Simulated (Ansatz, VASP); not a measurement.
InGaAs2 in VASP and in Ansatz

POSCAR

```
InGaAs2
1.0
    4.0982511654      0.0000000000      0.0000000000
    0.0000000000      4.0982511654      0.0000000000
    0.0000000000      0.0000000000      5.7832835600
In Ga As
1 1 2
Direct
    0.0000000000      0.0000000000      0.5000000000
    0.5000000000      0.5000000000      0.0000000000
    0.5000000000      0.0000000000      0.7684750000
    0.0000000000      0.5000000000      0.2315250000
```

File INCAR.step1:

```
ALGO = Normal ; EDIFF = 1E-4
ENCUT = 520 ; GGA = PE
ISMEAR = 0 ; LASPH = True
LCHARG = False ; LREAL = False
LWAVE = True ; NBANDS = 26
NELM = 80 ; PREC = Accurate
SIGMA = 0.03
```

INCAR.step2

```
ALGO = Normal ; EDIFF = 1E-6
ENCUT = 520 ; ISIF = 2
ISMEAR = 0 ; ISTART = 1
LASPH = True ; LCHARG = False
LMIXTAU = True ; LREAL = False
LWAVE = False ; METAGGA = R2SCAN
NBANDS = 26 ; NELM = 80
PREC = Accurate ; SIGMA = 0.03
```

KPOINTS

```
k-points
0
Gamma
  8 8 6
```

Input for Ansatz:

```yaml
crystal:
  lattice:
    - [4.0982511654, 0.0, 0.0]
    - [0.0, 4.0982511654, 0.0]
    - [0.0, 0.0, 5.78328356]
  atoms:
    - { symbol: In, position: [0.0, 0.0, 0.5] }
    - { symbol: Ga, position: [0.5, 0.5, 0.0] }
    - { symbol: As, position: [0.5, 0.0, 0.768475] }
    - { symbol: As, position: [0.0, 0.5, 0.231525] }
basis:
  ecutwfc: 500
kpoints:
  mp_grid: { grid: [8, 8, 6] }
hamiltonian:
  xc: r2scan
scf:
  occupations: { method: gaussian, width: 0.03 }
output:
  forces: true
  stress: true
  eigenvalues: true
```

Change from the starting cell: strain -0.030 along x and y, -0.030 along z, atoms carried along.

Alike in both runs: task single point; functional r2SCAN; k mesh 8 × 8 × 6; occupations gaussian, width 0.03 eV; no spin polarisation.

|  | VASP | Ansatz |
| --- | --- | --- |
| version | VASP 6.6.1 | Ansatz 0.2.0 |
| potentials or method | VASP PAW PBE potentials, release 64 (In_d, Ga_d, As), cutoff 520 eV | scalar-relativistic, plane waves, PAW |
| valence electrons in the cell | 36 | 56 |

|  | VASP | Ansatz | Ansatz less VASP |
| --- | --- | --- | --- |
| gap on the k mesh at the Fermi level (eV) | 0.62 | 0.63 | +0.010 |
| least direct gap on the mesh (eV) | 0.62 | 0.63 | +0.010 |
| pressure (GPa) | 3.7 | 3.6 | -0.06 |
| traceless stress, the component that is largest in VASP (GPa) | 0.38 | 0.40 | +0.023 |
| rms of the force components (eV/Å) | 0.068 | 0.070 | +0.0020 |

VASP's potentials were made for PBE, not for r2SCAN. Atom by atom the forces differ by 0.002 eV/Å (rms over components). The functional is the same, so the differences come from potentials, cutoffs and numerics. VASP's potentials hold 36 valence electrons a cell and Ansatz's 56, so a difference there can come from the potentials and not from the codes.
